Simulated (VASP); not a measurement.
# B5W2 (R-3m) in VASP: a series of runs

The runs below take B5W2 through single point, with PBE.

Program: VASP 6.6.1. These are calculated values, not measurements. Logs are shortened: lines on timing, memory, paths and dates and some standing lists are left out, and cuts for length are marked.

**1. The cell of the first run**

Symmetry: R-3m, No. 166, trigonal system. The conventional cell has a = 3.102 Å, b = 3.102 Å, c = 21.314 Å, α = 90.00°, β = 90.00°, γ = 120.00°. Within 2.4 Å of B (site symmetry 3m) lie 6 B at 1.83 to 1.96 Å and 4 W at 2.33 to 2.36 Å. B (site symmetry 3m) has 3 B at 1.79 Å and 6 W at 2.38 to 2.44 Å within 2.5 Å. B (site symmetry -3m) has 6 B at 1.83 Å within 2.4 Å. Within 3.3 Å of W (site symmetry 3m) lie 13 B at 2.33 to 2.64 Å and 7 W at 3.10 to 3.23 Å.

**2. Single point, PBE**

Contents of INCAR:

```
SYSTEM = B5W2
PREC     = Accurate       ! precision mode
ENCUT    = 520            ! plane-wave cutoff, eV
EDIFF    = 1E-7           ! SCF threshold, eV
ISMEAR   = 0              ! smearing method
SIGMA    = 0.1            ! smearing width, eV
LREAL    = .False.        ! projectors in reciprocal space
LASPH    = .True.         ! aspherical terms in the spheres
NELM     = 100            ! most SCF steps
ALGO     = Normal         ! electronic algorithm
ISIF     = 2              ! what is computed and relaxed
LWAVE    = .False.        ! write WAVECAR
LCHARG   = .False.        ! write CHGCAR
GGA      = PE             ! functional
NBANDS   = 30             ! bands
```

Contents of KPOINTS:

```
Automatic mesh
0
Gamma
  6 6 6
  0 0 0
```

Contents of POSCAR:

```
B5W2
1.0
    1.5508980825      0.8954114254      7.1047810012
   -1.5508980825      0.8954114254      7.1047810012
    0.0000000000     -1.7908228508      7.1047810012
B W
5 2
Direct
    0.1852971663      0.1852971663      0.1852971663
    0.8147028337      0.8147028337      0.8147028337
    0.3312292966      0.3312292966      0.3312292966
    0.6687707034      0.6687707034      0.6687707034
    0.5000000000      0.5000000000      0.5000000000
    0.0758862188      0.0758862188      0.0758862188
    0.9241137812      0.9241137812      0.9241137812
```

Potentials or basis: VASP PAW PBE potentials, release 64 (B, W_sv).

Command:

```bash
$ cat potpaw_PBE.64/B/POTCAR potpaw_PBE.64/W_sv/POTCAR > POTCAR
$ mpirun -np 1 vasp_std > vasp.out
```

OUTCAR:

```text
SYSTEM = B5W2
   PREC = Accurate
   ENCUT = 520
   EDIFF = 1E-7
   ISMEAR = 0
   LREAL = .False.
   LASPH = .True.
   NELM = 100
   ISIF = 2
   GGA = PE

 ion  position               nearest neighbor table
   1  0.185  0.185  0.185-   5 1.83   5 1.83   5 1.83   2 1.96   2 1.96   2 1.96   6 2.33   7 2.36
                             7 2.36   7 2.36
   2  0.815  0.815  0.815-   5 1.83   5 1.83   5 1.83   1 1.96   1 1.96   1 1.96   7 2.33   6 2.36
                             6 2.36   6 2.36
   3  0.331  0.331  0.331-   4 1.79   4 1.79   4 1.79   7 2.38   7 2.38   7 2.38   6 2.44   6 2.44
                             6 2.44
   4  0.669  0.669  0.669-   3 1.79   3 1.79   3 1.79   6 2.38   6 2.38   6 2.38   7 2.44   7 2.44
                             7 2.44
   5  0.500  0.500  0.500-   1 1.83   2 1.83   1 1.83   1 1.83   2 1.83   2 1.83   6 2.64   7 2.64
                             6 2.64   7 2.64   6 2.64   7 2.64
   6  0.076  0.076  0.076-   1 2.33   2 2.36   2 2.36   2 2.36   4 2.38   4 2.38   4 2.38   3 2.44
                             3 2.44   3 2.44   5 2.64   5 2.64   5 2.64   7 3.23
   7  0.924  0.924  0.924-   2 2.33   1 2.36   1 2.36   1 2.36   3 2.38   3 2.38   3 2.38   4 2.44
                             4 2.44   4 2.44   5 2.64   5 2.64   5 2.64   6 3.23

  LATTYP: Found a trigonal (rhomboedric) cell.
 ALAT       =     7.3270020853
 COS(alpha) =     0.9103925985

  Lattice vectors:

 A1 = (   1.5508980825,   0.8954114254,   7.1047810012)
 A2 = (  -1.5508980825,   0.8954114254,   7.1047810012)
 A3 = (   0.0000000000,  -1.7908228508,   7.1047810012)

Analysis of symmetry for initial positions (statically):
=====================================================================
 Subroutine PRICEL returns:
 Original cell was already a primitive cell.

 Routine SETGRP: Setting up the symmetry group for a
 trigonal (rhombohedral) supercell.

 Subroutine GETGRP returns: Found 12 space group operations
 (whereof 12 operations were pure point group operations)
 out of a pool of 12 trial point group operations.

The static configuration has the point symmetry D_3d.

Analysis of symmetry for dynamics (positions and initial velocities):
=====================================================================
 Subroutine PRICEL returns:
 Original cell was already a primitive cell.

 Routine SETGRP: Setting up the symmetry group for a
 trigonal (rhombohedral) supercell.

 Subroutine GETGRP returns: Found 12 space group operations
 (whereof 12 operations were pure point group operations)
 out of a pool of 12 trial point group operations.

The dynamic configuration has the point symmetry D_3d.

 Subroutine INISYM returns: Found 12 space group operations
[... 115 lines left out ...]
   POTIM  = 0.5000    time-step for ionic-motion
   TEBEG  =    0.0;   TEEND  =   0.0 temperature during run
   PSTRESS=    0.0 pullay stress
   NELECT =      43.0000    total number of electrons
   NUPDOWN=      -1.0000    fix difference up-down
   EMIN   =  10.00;   EMAX   =-10.00  energy-range for DOS
   EFERMI =   0.00;   METHOD = LEGACY
   ISMEAR =     0;   SIGMA  =   0.10  broadening in eV -4-tet -1-fermi 0-gaus
   EFERMI_NEDOS =   21; number of points for ismear=-14 and -15
   IALGO  =     38    algorithm
   IMIX   =      4    mixing-type and parameters
     AMIX     =   0.40;   BMIX     =  1.00
     AMIX_MAG =   1.60;   BMIX_MAG =  1.00
  volume/ion in A,a.u.               =       8.46        57.07
  Fermi-wavevector in a.u.,A,eV,Ry     =   1.471618  2.780954 29.465580  2.165659
  Thomas-Fermi vector in A             =   2.586732
   LORBIT       =      0    0 simple, 1 ext, 2 COOP (PROOUT), +10 PAW based schemes
   GGA     = PE    functional components
   LHFCALC =     F    Hartree Fock is set to
   AEXX    =    0.0000 exact exchange contribution
   IVDW    =     0    specifies the selected vdW correction
   LEPSILON=     F    determine dielectric tensor
   LRPA    =     F    only Hartree local field effects (RPA)
 non-spin polarized calculation
 Gauss-broadening in eV      SIGMA  =   0.10
  energy-cutoff  :      520.00
  volume of cell :       59.20
 maximum number of plane-waves:      1612
   NGX = 27   NGY = 27   NGZ = 27

 number of electron      43.0000001 magnetization

 Free energy of the ion-electron system (eV)
  ---------------------------------------------------
  ext. energy  EPLUGINS =         0.00000000
  ---------------------------------------------------
  free energy    TOTEN  =       -57.58005649 eV

  energy without entropy =      -57.56259074  energy(sigma->0) =      -57.57132361

 E-fermi :  11.9902     XC(G=0): -13.4475

 val. band max:       11.9895689427   @ k =  -0.3333   0.3333   0.3333
 cond. band min:      12.0078195232   @ k =   0.3333   0.3333  -0.0000
 fundamental gap:      0.0182505805
 Fermi energy:        11.9902303213

 k-point     1 :       0.0000    0.0000    0.0000
  band No.  band energies     occupation
      1     -63.0712      2.00000
      2     -63.0675      2.00000
      3     -27.5771      2.00000
      4     -27.4442      2.00000
      5     -27.1252      2.00000
      6     -27.1252      2.00000
[... 781 lines left out ...]
     29      16.3874      0.00000
     30      17.3488      0.00000

 [... further k-points ...]

------------------------ aborting loop because EDIFF is reached ----------------------------------------

  FORCE on cell =-STRESS in cart. coord.  units (eV):
  Direction    XX          YY          ZZ          XY          YZ          ZX
  --------------------------------------------------------------------------------------
  -------------------------------------------------------------------------------------
  Total        0.1975249      0.1975249      0.2511133      0.0000000     -0.0000000      0.0000000
  in kB        5.3459464      5.3459464      6.7962996      0.0000000     -0.0000000      0.0000000
  external PRESSURE =       5.8293975 kB  Pullay stress =       0.0000000 kB

 VOLUME and BASIS-vectors are now :
 -----------------------------------------------------------------------------
  energy-cutoff  :      520.00
  volume of cell :       59.20
      direct lattice vectors                 reciprocal lattice vectors
     1.550898083  0.895411425  7.104781001     0.322393848  0.186134175  0.046916764
    -1.550898083  0.895411425  7.104781001    -0.322393848  0.186134175  0.046916764
     0.000000000 -1.790822851  7.104781001     0.000000000 -0.372268349  0.046916764

 POSITION                                       TOTAL-FORCE (eV/Angst)
 -----------------------------------------------------------------------------------
      0.00000      0.00000      3.94949        -0.000000     -0.000000     -0.006802
      0.00000      0.00000     17.36486        -0.000000     -0.000000      0.006802
      0.00000      0.00000      7.05993        -0.000000     -0.000000      0.003001
      0.00000      0.00000     14.25441        -0.000000      0.000000     -0.003001
      0.00000      0.00000     10.65717         0.000000     -0.000000      0.000000
      0.00000      0.00000      1.61746        -0.000000     -0.000000      0.003877
      0.00000      0.00000     19.69688        -0.000000      0.000000     -0.003877
 -----------------------------------------------------------------------------------
    total drift:                                0.000000      0.000000     -0.000000

  FREE ENERGIE OF THE ION-ELECTRON SYSTEM (eV)
  ---------------------------------------------------
  free  energy   TOTEN  =       -57.5800564908 eV

  energy  without entropy=      -57.5625907388  energy(sigma->0) =      -57.57132361
```

stdout:

```text
POSCAR found type information on POSCAR B W
 POSCAR found :  2 types and       7 ions
 scaLAPACK will be used
 LDA part: xc-table for (Slater+PW92), standard interpolation
 POSCAR, INCAR and KPOINTS ok, starting setup
 FFT: planning ... GRIDC
 FFT: planning ... GRID_SOFT
 FFT: planning ... GRID
 WAVECAR not read
 entering main loop
```

Run time: 3.9 min. Hardware: 1 thread of Intel Xeon Platinum 8375C at 2.90GHz (Ice Lake), shared host; peak memory 0.4 GiB.

What came out:

- Free energy: -57.5801 eV
- Pressure: 0.6 GPa
- Largest force: 0.007 eV/Å
- Band gap on the k mesh: zero (an odd number of electrons rules out a gap without spin polarisation)

Forces on the atoms (eV/Å):
```
B    0.000  0.000 -0.007
B    0.000  0.000  0.007
B    0.000  0.000  0.003
B    0.000  0.000 -0.003
B    0.000  0.000  0.000
W    0.000  0.000  0.004
W    0.000  0.000 -0.004
```

Caveat: the k points lie up to 0.39 Å⁻¹ apart, too coarse for converged energies and pressures of a metal; spin-orbit coupling is left out, which moves the levels of the heavy elements.

**3. Single point, PBE**

Contents of INCAR:

```
ALGO = Normal ; EDIFF = 1E-7
ENCUT = 520 ; GGA = PE
ISIF = 2 ; ISMEAR = 0
LASPH = T ; LCHARG = F
LREAL = F ; LWAVE = F
NBANDS = 30 ; NELM = 100
PREC = Accurate ; SIGMA = 0.1
```

Contents of KPOINTS:

```
k-points
0
Gamma
  12 12 12
```

Contents of POSCAR:

```
B5W2
1.0
    1.5479265191      0.8936957925      7.1312560121
   -1.5479265191      0.8936957925      7.1312560121
    0.0000000000     -1.7873915850      7.1312560121
B W
5 2
Direct
    0.1852583632      0.1852583632      0.1852583632
    0.8147416368      0.8147416368      0.8147416368
    0.3310290487      0.3310290487      0.3310290487
    0.6689709513      0.6689709513      0.6689709513
    0.5000000000      0.5000000000      0.5000000000
    0.0766630700      0.0766630700      0.0766630700
    0.9233369300      0.9233369300      0.9233369300
```

Potentials or basis: VASP PAW PBE potentials, release 64 (B, W_sv).

Command:

```bash
$ cat potpaw_PBE.64/B/POTCAR potpaw_PBE.64/W_sv/POTCAR > POTCAR
$ mpirun -np 1 vasp_std > vasp.out
```

It took 19 min on 1 thread of Intel Xeon Platinum 8375C at 2.90GHz (Ice Lake), shared host; peak memory 0.59 GiB.

Results (log left out):

- Free energy: -57.6504 eV
- Pressure: 0.4 GPa
- Largest force: 0.004 eV/Å
- Band gap on the k mesh: zero (an odd number of electrons rules out a gap without spin polarisation)

Forces on the atoms (eV/Å):
```
B    0.000  0.000  0.001
B    0.000  0.000 -0.001
B    0.000  0.000  0.004
B    0.000  0.000 -0.004
B    0.000  0.000  0.000
W    0.000  0.000 -0.001
W    0.000  0.000  0.001
```

Stress tensor (GPa, compression positive):
```
0.38 0.00 0.00
0.00 0.38 0.00
0.00 0.00 0.58
```

Levels at points of the mesh, in eV from the Fermi level:
```tsv
k point	band 17	band 18	band 19	band 20	band 21	band 22	band 23	band 24	band 25	band 26
(0.00, 0.00, 0.00)	-4.51	-3.48	-3.48	-2.01	-2.01	-2.00	-0.64	-0.64	0.59	0.59
(0.50, 0.00, 0.00)	-5.66	-4.93	-4.31	-1.39	0.32	0.76	1.17	1.74	2.03	2.78
(0.50, 0.50, 0.00)	-5.78	-5.48	-4.49	-1.47	0.22	0.47	1.75	1.93	2.01	2.66
(0.50, 0.50, 0.50)	-4.43	-3.15	-3.15	-2.53	-2.11	-2.11	-0.28	-0.28	0.26	0.26
```

Caveat: spin-orbit coupling is left out, which moves the levels of the heavy elements.
